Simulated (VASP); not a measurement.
# Cs (I4_1/amd) in VASP: notebook

The runs below take Cs through electric field gradients, with PBE.

All numbers are computed with VASP 6.6.1; they aren't measurements. Logs are shortened: lines on timing, memory, paths and dates and some standing lists are left out, and cuts for length are marked.

## Step 1: The cell of the first run

Symmetry: I4_1/amd, No. 141, tetragonal system. Conventional cell: a = 5.108 Å, b = 5.108 Å, c = 19.192 Å, α = 90.00°, β = 90.00°, γ = 90.00°.

## Step 2: Electric field gradients, PBE

INCAR reads:

```
PREC = Accurate ; ENCUT = 520
EDIFF = 1E-8 ; ISMEAR = -1
SIGMA = 0.05 ; LREAL = False
LASPH = True ; NELM = 100
ALGO = Normal ; ISIF = 2
LWAVE = False ; LCHARG = False
GGA = PE ; LEFG = True
NBANDS = 16
```

KPOINTS reads:

```
Automatic mesh
0
Gamma
  8 8 8
```

POSCAR reads:

```
Cs
1.0
   -2.5538463026      2.5538463026      9.5960667852
    2.5538463026     -2.5538463026      9.5960667852
    2.5538463026      2.5538463026     -9.5960667852
Cs
2
Direct
    0.2500000000      0.7500000000      0.5000000000
    0.5000000000      0.5000000000      0.0000000000
```

Potentials or basis: VASP PAW PBE potentials, release 64 (Cs_sv).

Started as:

```console
$ cat potpaw_PBE.64/Cs_sv/POTCAR > POTCAR
$ mpirun -np 1 vasp_std > vasp.out
```

OUTCAR:

```text
PREC = Accurate
   ENCUT = 520
   EDIFF = 1E-8
   ISMEAR = -1
   LREAL = False
   LASPH = True
   NELM = 100
   ISIF = 2
   GGA = PE

 ion  position               nearest neighbor table
   1  0.250  0.750  0.500-
   2  0.500  0.500  0.000-

  LATTYP: Found a body centered tetragonal cell.
 ALAT       =     5.1076926052
 C/A-ratio  =     3.7574958115

  Lattice vectors:

 A1 = (  -2.5538463026,   2.5538463026,   9.5960667852)
 A2 = (   2.5538463026,  -2.5538463026,   9.5960667852)
 A3 = (   2.5538463026,   2.5538463026,  -9.5960667852)

Analysis of symmetry for initial positions (statically):
=====================================================================
 Subroutine PRICEL returns:
 Original cell was already a primitive cell.

 Routine SETGRP: Setting up the symmetry group for a
 body centered tetragonal supercell.

 Subroutine GETGRP returns: Found 16 space group operations
 (whereof  8 operations were pure point group operations)
 out of a pool of 16 trial point group operations.

The static configuration has the point symmetry D_2d.
 The point group associated with its full space group is D_4h.

Analysis of symmetry for dynamics (positions and initial velocities):
=====================================================================
 Subroutine PRICEL returns:
 Original cell was already a primitive cell.

 Routine SETGRP: Setting up the symmetry group for a
 body centered tetragonal supercell.

 Subroutine GETGRP returns: Found 16 space group operations
 (whereof  8 operations were pure point group operations)
 out of a pool of 16 trial point group operations.

The dynamic configuration has the point symmetry D_2d.
 The point group associated with its full space group is D_4h.

 Subroutine INISYM returns: Found 16 space group operations
 (whereof  8 operations are pure point group operations),
 and found     1 'primitive' translations

----------------------------------------------------------------------------------------

                                     Primitive cell

  volume of cell :     250.3472

  direct lattice vectors                    reciprocal lattice vectors
    -2.553846303  2.553846303  9.596066785     0.000000000  0.195783121  0.052104681
     2.553846303 -2.553846303  9.596066785     0.195783121  0.000000000  0.052104681
     2.553846303  2.553846303 -9.596066785     0.195783121  0.195783121  0.000000000

  length of vectors
    10.253231667 10.253231667 10.253231667     0.202597947  0.202597947  0.276879145

  position of ions in fractional coordinates (direct lattice)
     0.250000000  0.750000000  0.500000000
     0.500000000  0.500000000  0.000000000

  ion indices of the primitive-cell ions
   primitive index   ion index
                 1           1
                 2           2

----------------------------------------------------------------------------------------

 KPOINTS: Automatic mesh

Automatic generation of k-mesh.
 Grid dimensions read from file:
 generate k-points for:    8    8    8

 Generating k-lattice:

  Cartesian coordinates                     Fractional coordinates (reciprocal lattice)
     0.000000000  0.024472890  0.006513085     0.125000000  0.000000000  0.000000000
     0.024472890  0.000000000  0.006513085     0.000000000  0.125000000  0.000000000
     0.024472890  0.024472890  0.000000000     0.000000000  0.000000000  0.125000000

  Length of vectors
     0.025324743  0.025324743  0.034609893

  Shift w.r.t. Gamma in fractional coordinates (k-lattice)
     0.000000000  0.000000000  0.000000000

 Subroutine IBZKPT returns following result:
 ===========================================

 Found     59 irreducible k-points:

 Following reciprocal coordinates:
            Coordinates               Weight
  0.000000  0.000000  0.000000      1.000000
  0.125000 -0.000000  0.000000      8.000000
  0.250000 -0.000000  0.000000      8.000000
  0.375000  0.000000  0.000000      8.000000
  0.500000 -0.000000  0.000000      4.000000
  0.125000  0.125000  0.000000      8.000000
[... 16 lines left out ...]
  0.250000  0.125000  0.125000     16.000000
  0.375000  0.125000  0.125000      8.000000
 [... further k-points ...]
   k-points           NKPTS =     59   k-points in BZ     NKDIM =     59   number of bands    NBANDS=     16
   number of dos      NEDOS =    301   number of ions     NIONS =      2
   total plane-waves  NPLWV = 512000
   dimension x,y,z NGX =    80 NGY =   80 NGZ =   80
   dimension x,y,z NGXF=   160 NGYF=  160 NGZF=  160
   ions per type =               2
   NGX,Y,Z   is equivalent  to a cutoff of  12.97, 12.97, 12.97 a.u.
   NGXF,Y,Z  is equivalent  to a cutoff of  25.94, 25.94, 25.94 a.u.
 SYSTEM =  unknown system
   PREC   = accura    normal or accurate (medium, high low for compatibility)
   ISTART =      0    job   : 0-new  1-cont  2-samecut
   ICHARG =      2    charge: 1-file 2-atom 10-const
   ISPIN  =      1    spin polarized calculation?
   LNONCOLLINEAR =      F non collinear calculations
   LSORBIT =      F    spin-orbit coupling
   LASPH  =      T    aspherical Exc in radial PAW
   ENCUT  =  520.0 eV  38.22 Ry    6.18 a.u.  19.06 19.06 19.06*2*pi/ulx,y,z
   NELM   =    100;   NELMIN=  2; NELMDL= -5     # of ELM steps
   EDIFF  = 0.1E-07   stopping-criterion for ELM
   LREAL  =      F    real-space projection
   EDIFFG = 0.1E-06   stopping-criterion for IOM
   NSW    =      0    number of steps for IOM
   IBRION =     -1    ionic relax: 0-MD 1-quasi-New 2-CG
   NFREE  =      0    steps in history (QN), initial steepest desc. (CG)
   ISIF   =      2    stress and relaxation
   ISYM   =      2    0-nonsym 1-usesym 2-fastsym
   POTIM  = 0.5000    time-step for ionic-motion
   TEBEG  =    0.0;   TEEND  =   0.0 temperature during run
   PSTRESS=    0.0 pullay stress
   NELECT =      18.0000    total number of electrons
   NUPDOWN=      -1.0000    fix difference up-down
   EMIN   =  10.00;   EMAX   =-10.00  energy-range for DOS
   EFERMI =   0.00;   METHOD = LEGACY
   ISMEAR =    -1;   SIGMA  =   0.05  broadening in eV -4-tet -1-fermi 0-gaus
   EFERMI_NEDOS =   21; number of points for ismear=-14 and -15
   IALGO  =     38    algorithm
   IMIX   =      4    mixing-type and parameters
     AMIX     =   0.40;   BMIX     =  1.00
     AMIX_MAG =   1.60;   BMIX_MAG =  1.00
  volume/ion in A,a.u.               =     125.17       844.71
  Fermi-wavevector in a.u.,A,eV,Ry     =   0.680745  1.286422  6.305135  0.463414
  Thomas-Fermi vector in A             =   1.759326
   LORBIT       =      0    0 simple, 1 ext, 2 COOP (PROOUT), +10 PAW based schemes
   GGA     = PE    functional components
   LHFCALC =     F    Hartree Fock is set to
   AEXX    =    0.0000 exact exchange contribution
   IVDW    =     0    specifies the selected vdW correction
   LEPSILON=     F    determine dielectric tensor
   LRPA    =     F    only Hartree local field effects (RPA)
 non-spin polarized calculation
  energy-cutoff  :      520.00
  volume of cell :      250.35
 maximum number of plane-waves:      6816
 NGX is ok and might be reduce to    80

 number of electron      18.0000001 magnetization

 Free energy of the ion-electron system (eV)
  ---------------------------------------------------
  ext. energy  EPLUGINS =         0.00000000
  ---------------------------------------------------
  free energy    TOTEN  =        -1.60209216 eV

  energy without entropy =       -1.58317201  energy(sigma->0) =       -1.59263208

 E-fermi :   0.2692     XC(G=0):  -5.1902

 val. band max:        0.2480903804   @ k =   0.1250   0.1250   0.0000
 cond. band min:       0.2977409842   @ k =   0.5000   0.1250   0.0000
 fundamental gap:      0.0496506038
 Fermi energy:         0.2691700790

 k-point     1 :       0.0000    0.0000    0.0000
  band No.  band energies     occupation
      1     -23.7186      2.00000
      2     -23.7144      2.00000
      3     -10.5775      2.00000
      4     -10.4649      2.00000
      5     -10.4626      2.00000
      6     -10.4626      2.00000
[... 8 lines left out ...]
     15       3.4377      0.00000
     16       3.4377      0.00000

 k-point     2 :       0.1250   -0.0000    0.0000
  band No.  band energies     occupation
      1     -23.7178      2.00000
      2     -23.7138      2.00000
      3     -10.5725      2.00000
      4     -10.4844      2.00000
      5     -10.4775      2.00000
      6     -10.4643      2.00000
[... 8 lines left out ...]
     15       3.0374      0.00000
     16       3.3930      0.00000
[... 387 lines left out ...]
      5     -10.5294      2.00000
      6     -10.5216      2.00000
[... 8 lines left out ...]
     15       2.4789      0.00000
     16       2.6405      0.00000

 k-point    24 :       0.3750    0.1250    0.1250
  band No.  band energies     occupation
      1     -23.7097      2.00000
      2     -23.7082      2.00000
      3     -10.5910      2.00000
      4     -10.5863      2.00000
      5     -10.5245      2.00000
      6     -10.5201      2.00000
[... 8 lines left out ...]
     15       2.5753      0.00000
     16       2.7589      0.00000

 [... further k-points ...]
[... 5 lines left out ...]
  --------------------------------------------------------------------------------------
  -------------------------------------------------------------------------------------
  Total        0.0140535      0.0140535     -0.1704900      0.0000000      0.0000000      0.0000000
  in kB        0.0899401      0.0899401     -1.0911055      0.0000000      0.0000000      0.0000000
  external PRESSURE =      -0.3037417 kB  Pullay stress =       0.0000000 kB

 VOLUME and BASIS-vectors are now :
 -----------------------------------------------------------------------------
  energy-cutoff  :      520.00
  volume of cell :      250.35
      direct lattice vectors                 reciprocal lattice vectors
    -2.553846303  2.553846303  9.596066785     0.000000000  0.195783121  0.052104681
     2.553846303 -2.553846303  9.596066785     0.195783121  0.000000000  0.052104681
     2.553846303  2.553846303 -9.596066785     0.195783121  0.195783121  0.000000000

 POSITION                                       TOTAL-FORCE (eV/Angst)
 -----------------------------------------------------------------------------------
      2.55385      0.00000      4.79803        -0.000000     -0.000000      0.000000
      0.00000      0.00000      9.59607         0.000000      0.000000     -0.000000
 -----------------------------------------------------------------------------------
    total drift:                                0.000000     -0.000000      0.000000

  FREE ENERGIE OF THE ION-ELECTRON SYSTEM (eV)
  ---------------------------------------------------
  free  energy   TOTEN  =        -1.6020921594 eV

  energy  without entropy=       -1.5831720106  energy(sigma->0) =       -1.59263208

 Electric field gradients (V/A^2)
---------------------------------------------------------------------
 ion       V_xx      V_yy      V_zz      V_xy      V_xz      V_yz
---------------------------------------------------------------------
   1       2.487     2.487    -4.974    -0.000    -0.000    -0.000
   2       2.487     2.487    -4.974    -0.000    -0.000    -0.000
---------------------------------------------------------------------

 Electric field gradients after diagonalization (V/A^2)
 (convention: |V_zz| > |V_xx| > |V_yy|)
----------------------------------------------------------------------
 ion       V_xx      V_yy      V_zz     asymmetry (V_yy - V_xx)/ V_zz
----------------------------------------------------------------------
   1       2.487     2.486    -4.974       0.000
   2       2.487     2.486    -4.974       0.000
----------------------------------------------------------------------

           NMR quadrupolar parameters

 Cq : quadrupolar parameter    Cq=e*Q*V_zz/h
 eta: asymmetry parameters     (V_yy - V_xx)/ V_zz
 Q  : nuclear electric quadrupole moment in mb (millibarn)
----------------------------------------------------------------------
 ion       Cq(MHz)       eta       Q (mb)
----------------------------------------------------------------------
   1      -0.012       0.000       1.000
   2      -0.012       0.000       1.000
----------------------------------------------------------------------
```

Run time: 25 min. Hardware: 1 thread of Intel Xeon Platinum 8259CL at 2.50GHz (Skylake/Cascade Lake), shared host; peak memory 0.95 GiB.

Results:

```
Free energy            : -1.6021 eV
Pressure               : 0.0 GPa
Band gap on the k mesh : zero (band 9 reaches 0.83 eV, above the bottom of band 10 at -0.81 eV)
```

Stress tensor (GPa, compression positive):
```
 0.01  0.00  0.00
 0.00  0.01  0.00
 0.00  0.00 -0.11
```

Electric field gradients, principal values (V/Å²):
```tsv
atom	least	middle	greatest (by size)
1 Cs	2.486	2.487	-4.974
2 Cs	2.486	2.487	-4.974
```

Caveat: without QUAD_EFG the Cq values of the log hold for a quadrupole moment of 1 mb, not for the nuclei; spin-orbit coupling is left out, which moves the levels of the heavy elements.

## Step 3: Electric field gradients, PBE

This run uses another cell than the first one: it holds 4 atoms, not 2.

INCAR reads:

```
SYSTEM = Cs
PREC = Accurate
ENCUT = 520
EDIFF = 1E-8
ISMEAR = -1
SIGMA = 0.05
LREAL = .FALSE.
LASPH = .TRUE.
NELM = 100
ALGO = Normal
ISIF = 2
LWAVE = .FALSE.
LCHARG = .FALSE.
GGA = PE
LEFG = .TRUE.
NBANDS = 26
```

KPOINTS reads:

```
regular mesh
0
G
  5 5 5
  0 0 0
```

POSCAR reads:

```
Cs
1.0
   -2.5538463026      2.5538463026      9.5960667852
    2.5538463026     -2.5538463026      9.5960667852
    5.1076926052      5.1076926052    -19.1921335704
Cs
4
Direct
    0.2500000000      0.7500000000      0.2500000000
    0.2500000000      0.7500000000      0.7500000000
    0.5000000000      0.5000000000      0.0000000000
    0.5000000000      0.5000000000      0.5000000000
```

Potentials or basis: VASP PAW PBE potentials, release 64 (Cs_sv).

Started as:

```console
$ cat potpaw_PBE.64/Cs_sv/POTCAR > POTCAR
$ mpirun -np 1 vasp_std > vasp.out
```

OUTCAR:

```text
SYSTEM = Cs
   PREC = Accurate
   ENCUT = 520
   EDIFF = 1E-8
   ISMEAR = -1
   LREAL = .FALSE.
   LASPH = .TRUE.
   NELM = 100
   ISIF = 2
   GGA = PE

 ion  position               nearest neighbor table
   1  0.250  0.750  0.250-
   2  0.250  0.750  0.750-
   3  0.500  0.500  0.000-
   4  0.500  0.500  0.500-

  LATTYP: Found a base centered orthorhombic cell.
 ALAT       =     7.2233681547
 B/A-ratio  =     2.6569507686
 C/A-ratio  =     1.0000000000

  Lattice vectors:

[... 942 lines left out ...]
---------------------------------------------------------------------
 ion       V_xx      V_yy      V_zz      V_xy      V_xz      V_yz
---------------------------------------------------------------------
   1       1.647     1.647    -3.294    -0.146    -0.000    -0.000
   2       1.647     1.647    -3.294    -0.146    -0.000    -0.000
   3       1.647     1.647    -3.294    -0.146    -0.000    -0.000
   4       1.647     1.647    -3.294    -0.146    -0.000    -0.000
---------------------------------------------------------------------

 Electric field gradients after diagonalization (V/A^2)
 (convention: |V_zz| > |V_xx| > |V_yy|)
----------------------------------------------------------------------
 ion       V_xx      V_yy      V_zz     asymmetry (V_yy - V_xx)/ V_zz
----------------------------------------------------------------------
   1       1.793     1.501    -3.294       0.089
   2       1.793     1.501    -3.294       0.089
   3       1.793     1.501    -3.294       0.089
   4       1.793     1.501    -3.294       0.089
----------------------------------------------------------------------

           NMR quadrupolar parameters

 Cq : quadrupolar parameter    Cq=e*Q*V_zz/h
 eta: asymmetry parameters     (V_yy - V_xx)/ V_zz
 Q  : nuclear electric quadrupole moment in mb (millibarn)
----------------------------------------------------------------------
 ion       Cq(MHz)       eta       Q (mb)
----------------------------------------------------------------------
   1      -0.008       0.089       1.000
   2      -0.008       0.089       1.000
   3      -0.008       0.089       1.000
   4      -0.008       0.089       1.000
----------------------------------------------------------------------
```

OSZICAR:

```text
N       E                     dE             d eps       ncg     rms          rms(c)
DAV:   1     0.301401833685E+03    0.30140E+03   -0.11725E+04  1404   0.997E+02
DAV:   2     0.459740787290E+02   -0.25543E+03   -0.25024E+03  1992   0.185E+02
DAV:   3    -0.190688021323E+01   -0.47881E+02   -0.47734E+02  1786   0.823E+01
DAV:   4    -0.318639484843E+01   -0.12795E+01   -0.12783E+01  1784   0.167E+01
DAV:   5    -0.319780448044E+01   -0.11410E-01   -0.11404E-01  1860   0.161E+00    0.276E-01
DAV:   6    -0.319872381356E+01   -0.91933E-03   -0.75562E-03  1816   0.351E-01    0.194E-01
DAV:   7    -0.320132193968E+01   -0.25981E-02   -0.13010E-02  1734   0.440E-01    0.811E-02
DAV:   8    -0.320184025525E+01   -0.51832E-03   -0.83240E-04  1782   0.114E-01    0.212E-02
DAV:   9    -0.320185329368E+01   -0.13038E-04   -0.88772E-05  1802   0.358E-02    0.864E-03
DAV:  10    -0.320185749818E+01   -0.42045E-05   -0.10496E-05  1724   0.968E-03    0.227E-03
DAV:  11    -0.320185716274E+01    0.33544E-06   -0.12649E-06  1868   0.468E-03    0.109E-03
DAV:  12    -0.320185791565E+01   -0.75291E-06   -0.19967E-07  1696   0.158E-03    0.209E-04
DAV:  13    -0.320185786257E+01    0.53080E-07   -0.16501E-08  1402   0.396E-04    0.105E-04
DAV:  14    -0.320185785135E+01    0.11223E-07   -0.30809E-09  1074   0.192E-04    0.259E-05
DAV:  15    -0.320185786354E+01   -0.12191E-07   -0.34184E-10   960   0.678E-05    0.201E-05
DAV:  16    -0.320185785963E+01    0.39054E-08   -0.10156E-10   960   0.416E-05
   1 F= -.32018579E+01 E0= -.31811957E+01  d E =-.413242E-01
```

It took 52 min on 1 thread of Intel Xeon Platinum 8259CL at 2.50GHz (Skylake/Cascade Lake), shared host; peak memory 1.7 GiB.

What came out:

```
Free energy            : -3.2019 eV
Pressure               : 0.0 GPa
Band gap on the k mesh : zero (band 18 reaches 0.36 eV, above the bottom of band 19 at -0.07 eV)
```

Electric field gradients, principal values (V/Å²):
| atom | least | middle | greatest (by size) |
| --- | --- | --- | --- |
| 1 Cs | 1.501 | 1.793 | -3.294 |
| 2 Cs | 1.501 | 1.793 | -3.294 |
| 3 Cs | 1.501 | 1.793 | -3.294 |
| 4 Cs | 1.501 | 1.793 | -3.294 |

Caveat: without QUAD_EFG the Cq values of the log hold for a quadrupole moment of 1 mb, not for the nuclei; spin-orbit coupling is left out, which moves the levels of the heavy elements.
